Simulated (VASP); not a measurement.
Crystal: MoN2.

```
Mo N
1.0
     4.34805    0.00000    0.00000
     0.00000    4.34805    0.00000
     0.00000    0.00000    2.76746
Mo N
2 4
Direct
  0.00000 0.00000 0.00000
  0.50000 0.50000 0.00000
  0.61165 0.88835 0.50000
  0.38835 0.11165 0.50000
  0.11165 0.61165 0.50000
  0.88835 0.38835 0.50000
```

Base run:

| Quantity | Value |
| --- | --- |
| Program | VASP 6.6.1 |
| Functional | PBEsol |
| Potentials or basis | VASP PAW PBE potentials, release 64 (Mo_sv, N) |
| Cutoff | 520 eV |
| k mesh | 6 × 6 × 10 |
| Occupations | fermi-dirac, width 0.05 eV |
| Spin | no spin polarisation |
| Hubbard terms | Mo d U = 8.0 eV |

Its results: band gap on the k mesh zero (band 24 reaches 13.26 eV, above the bottom of band 25 at 11.71 eV); pressure 7.2 GPa; largest force 0.501 eV/Å.

The run is repeated on the same cell with these changes: hubbard terms from Mo d U = 8.0 eV to Mo d U = 5.0 eV. What comes out?

Band gap on the k mesh zero (band 24 reaches 13.52 eV, above the bottom of band 25 at 11.55 eV); pressure -4.5 GPa; largest force 0.066 eV/Å.

Caveats: the PAW data sets were made with another functional, which shifts forces and pressure a little; U without spin polarisation on a metal has little footing.
